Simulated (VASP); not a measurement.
Set up this calculation in VASP 6.6.1, as the native input.

```yaml
Task: relaxation of cell and atoms
Functional: PBEsol
Potentials_or_basis: VASP PAW PBE potentials, release 64 (Ba_sv, Zr_sv, O)
Cutoff: 600 eV
k_mesh: 6 × 6 × 6
Occupations: gaussian, width 0.01 eV
Spin: no spin polarisation
Target_pressure: 2 GPa
Dipole_correction: no
Further_INCAR_settings: ALGO = Normal; EDIFF = 1e-07; IBRION = 2; EDIFFG = -0.01; NSW = 80; ISIF = 3
```

The structure of BaZrO3 lies in POSCAR:

```
BaZrO3
1.0
    4.1913400000      0.0000000000      0.0000000000
    0.0000000000      4.1913400000      0.0000000000
    0.0000000000      0.0000000000      4.1913400000
Ba Zr O
1 1 3
Direct
    0.0000000000      0.0000000000      0.0000000000
    0.5000000000      0.5000000000      0.5000000000
    0.0000000000      0.5000000000      0.5000000000
    0.5000000000      0.0000000000      0.5000000000
    0.5000000000      0.5000000000      0.0000000000
```

The input as run:

INCAR

```
SYSTEM = BaZrO3
ALGO = Normal ; EDIFF = 1E-7
EDIFFG = -0.01 ; ENCUT = 600
GGA = PS ; IBRION = 2
ISIF = 3 ; ISMEAR = 0
LASPH = .True. ; LCHARG = .False.
LREAL = .False. ; LWAVE = .False.
NELM = 60 ; NSW = 80
PREC = Accurate ; PSTRESS = 20.0
SIGMA = 0.01
```

KPOINTS

```
k-points
0
Gamma
  6 6 6
  0 0 0
```

Potentials or basis: VASP PAW PBE potentials, release 64 (Ba_sv, Zr_sv, O).

Run with:

```bash
$ cat potpaw_PBE.64/Ba_sv/POTCAR potpaw_PBE.64/Zr_sv/POTCAR potpaw_PBE.64/O/POTCAR > POTCAR
$ mpirun -np 1 vasp_std > vasp.out
```

Results of the run:

The relaxed volume is 14.53 Å³/atom. The relaxed cell is a = 4.173 Å, b = 4.173 Å, c = 4.173 Å, α = 90.00°, β = 90.00°, γ = 90.00°, the space group after relaxing (to 0.05 Å) is Pm-3m (No. 221) and the energy change on relaxing (the enthalpy is what falls) is +1.1 meV/atom. The ionic steps are 3, the pressure after relaxing is 2.0 GPa and the band gap on the k mesh is 3.13 eV, indirect (least direct gap 3.34 eV).

Caveat: the cell is relaxed towards a set pressure, so the enthalpy falls and the energy may rise; the PAW data sets were made with another functional, which shifts forces and pressure a little; spin-orbit coupling is left out, which moves the levels of the heavy elements.

Run time: 110 s on 1 thread of Intel(R) Xeon(R) Platinum 8488C (Sapphire Rapids) (shared host), peak memory 0.24 GiB.
